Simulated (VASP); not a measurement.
Write the native input for VASP 6.6.1 that does the following.

```
Task                   : single point
Functional             : PBE
Potentials or basis    : VASP PAW PBE potentials, release 64 (Ru_pv)
Cutoff                 : 520 eV
k mesh                 : 18 × 18 × 10
Occupations            : gaussian, width 0.1 eV
Spin                   : no spin polarisation
Dipole correction      : no
Further INCAR settings : ALGO = Fast; EDIFF = 1e-07; NBANDS = 21
```

The structure of Ru lies in POSCAR:

```
Ru
1.0
    2.6913137795      0.0000000000      0.0000000000
   -1.3456568897      2.3307461026      0.0000000000
    0.0000000000      0.0000000000      4.2572675169
Ru
2
Direct
    0.3333333333      0.6666666667      0.2500000000
    0.6666666667      0.3333333333      0.7500000000
```

These files were run (other wordings do the same):

INCAR

```
SYSTEM = Ru
PREC = Accurate
ENCUT = 520
EDIFF = 1E-7
ISMEAR = 0
SIGMA = 0.1
LREAL = .False.
LASPH = .True.
NELM = 80
ALGO = Fast
ISIF = 2
LWAVE = .False.
LCHARG = .False.
GGA = PE
NBANDS = 21
```

KPOINTS

```
regular mesh
0
Gamma
  18 18 10
  0 0 0
```

Potentials or basis: VASP PAW PBE potentials, release 64 (Ru_pv).

The run is started by

```bash
$ cat potpaw_PBE.64/Ru_pv/POTCAR > POTCAR
$ mpirun -np 1 vasp_std > vasp.out
```

Results of the run:

```
Pressure               : 10.1 GPa
Band gap on the k mesh : zero (bands 14 and 15 overlap by 3.21 eV)
```

Caveat: the cell stands under pressure.

Wall time 3 min on 1 thread of Intel Xeon 8259CL (shared host), peak memory 0.21 GiB.
